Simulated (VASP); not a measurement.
A run of VASP 6.6.1:

INCAR

```
PREC = Accurate
ENCUT = 520
EDIFF = 1E-6
ISMEAR = 0
SIGMA = 0.05
LREAL = F
LASPH = T
NELM = 80
ALGO = Normal
ISIF = 2
LWAVE = F
LCHARG = T
GGA = PE
IVDW = 12
LELF = T
LVHAR = T
NBANDS = 60
NELECT = 96.0
```

File KPOINTS:

```
Automatic mesh
0
Gamma
  6 6 4
```

POSCAR

```
Te7Mo4
1.0
    3.4951625106     -6.0537990491      0.0000000000
   -6.9903250212      0.0000000000      0.0000000000
    0.0000000000      0.0000000000     -7.6242894603
Te Mo
7 4
Direct
    0.6666666667      0.3333333333      0.2385782919
    0.1666666667      0.8333333333      0.2385782919
    0.6666666667      0.8333333333      0.2385782919
    0.1666666667      0.3333333333      0.7614217081
    0.6666666667      0.3333333333      0.7614217081
    0.1666666667      0.8333333333      0.7614217081
    0.6666666667      0.8333333333      0.7614217081
    0.0000000000      0.5000000000      0.0000000000
    0.5000000000      0.5000000000      0.0000000000
    0.0000000000      1.0000000000      0.0000000000
    0.5000000000      1.0000000000      0.0000000000
```

Potentials or basis: VASP PAW PBE potentials, release 64 (Te, Mo_sv).

The run is started by

```bash
$ cat potpaw_PBE.64/Te/POTCAR potpaw_PBE.64/Mo_sv/POTCAR > POTCAR
$ mpirun -np 1 vasp_std > vasp.out
```

Hardware: 1 thread of AMD EPYC 7R13 Processor (Zen 3) (shared host).

Estimate the wall time of this run.

Run time: 16 min on 1 thread of AMD EPYC 7R13 Processor (Zen 3), with other jobs on the host, peak memory 0.62 GiB. Counts: scf iterations 18, k points 24.
